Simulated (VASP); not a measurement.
Write the native input for VASP 6.6.1 that does the following.

```yaml
Task: single point
Functional: PBE
Dispersion: D3(BJ)
Potentials_or_basis: VASP PAW PBE potentials, release 64 (Zr_sv, B)
Cutoff: 520 eV
k_mesh: 10 × 10 × 8
Occupations: fermi-dirac, width 0.05 eV
Spin: no spin polarisation
Dipole_correction: no
Further_INCAR_settings: ALGO = Normal; EDIFF = 1e-07; NBANDS = 16
```

The structure of ZrB2 lies in POSCAR:

```
ZrB2
1.0
    3.1436015939      0.0000000000      0.0000000000
   -1.5718007969      2.7224388397      0.0000000000
    0.0000000000      0.0000000000      3.5130155164
Zr B
1 2
Direct
    0.0000000000      0.0000000000      0.0000000000
    0.6666666667      0.3333333333      0.5000000000
    0.3333333333      0.6666666667      0.5000000000
```

These files were run (other wordings do the same):

INCAR

```
SYSTEM = ZrB2
ALGO = Normal
EDIFF = 1E-7
ENCUT = 520
GGA = PE
ISIF = 2
ISMEAR = -1
IVDW = 12
LASPH = .True.
LCHARG = .False.
LREAL = .False.
LWAVE = .False.
NBANDS = 16
NELM = 100
PREC = Accurate
SIGMA = 0.05
```

KPOINTS

```
k-points
0
Gamma
  10 10 8
  0 0 0
```

Potentials or basis: VASP PAW PBE potentials, release 64 (Zr_sv, B).

Run with:

```console
$ cat potpaw_PBE.64/Zr_sv/POTCAR potpaw_PBE.64/B/POTCAR > POTCAR
$ mpirun -np 1 vasp_std > vasp.out
```

Results of the run:

- Pressure: 0.1 GPa
- Band gap on the k mesh: zero (band 9 reaches 11.39 eV, above the bottom of band 10 at 10.53 eV)
- Dispersion energy per atom: -0.399 eV

Caveat: pairwise dispersion overbinds metals, which lowers pressure and volume.

Wall time 16 s on 1 thread of Intel(R) Xeon(R) Platinum 8488C (Sapphire Rapids) (shared host), peak memory 0.17 GiB.
